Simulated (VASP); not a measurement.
Write the native input for VASP 6.6.1 that does the following.

| Property | Result |
| --- | --- |
| Task | single point |
| Functional | PBEsol |
| Potentials or basis | VASP PAW PBE potentials, release 64 (Se) |
| Cutoff | 520 eV |
| k mesh | 14 × 14 × 8 |
| Occupations | fermi-dirac, width 0.1 eV |
| Spin | no spin polarisation |
| Dipole correction | no |
| Further INCAR settings | ALGO = Normal; EDIFF = 1e-06; NBANDS = 13 |

The structure of Se lies in POSCAR:

```
Se
1.0
    2.6999717452      0.0000000000      0.0000000000
   -1.3499858726      2.3382441208      0.0000000000
    0.0000000000      0.0000000000      3.9888660090
Se
2
Direct
    0.3333333333      0.6666666667      0.2500000000
    0.6666666667      0.3333333333      0.7500000000
```

This isn't the form of Se at room conditions, which is trigonal, of chains.

One way to write it, as run:

INCAR

```
  PREC = Accurate
  ENCUT = 520
  EDIFF = 1E-6
  ISMEAR = -1
  SIGMA = 0.1
  LREAL = F
  LASPH = T
  NELM = 80
  ALGO = Normal
  ISIF = 2
  LWAVE = F
  LCHARG = F
  GGA = PS
  NBANDS = 13
```

KPOINTS

```
regular mesh
0
Gamma
  14 14 8
```

Potentials or basis: VASP PAW PBE potentials, release 64 (Se).

Command:

```bash
$ cat potpaw_PBE.64/Se/POTCAR > POTCAR
$ mpirun -np 1 vasp_std > vasp.out
```

It gave:

```json
{"Pressure": "94.0 GPa", "Band gap on the k mesh": "zero (bands 6 and 7 overlap by 8.17 eV)"}
```

Caveat: the cell stands under pressure; the PAW data sets were made with another functional, which shifts forces and pressure a little.

Run time: 14 s on 1 thread of AMD EPYC 9R45 (Zen 5), with other jobs on the host, peak memory 0.12 GiB.
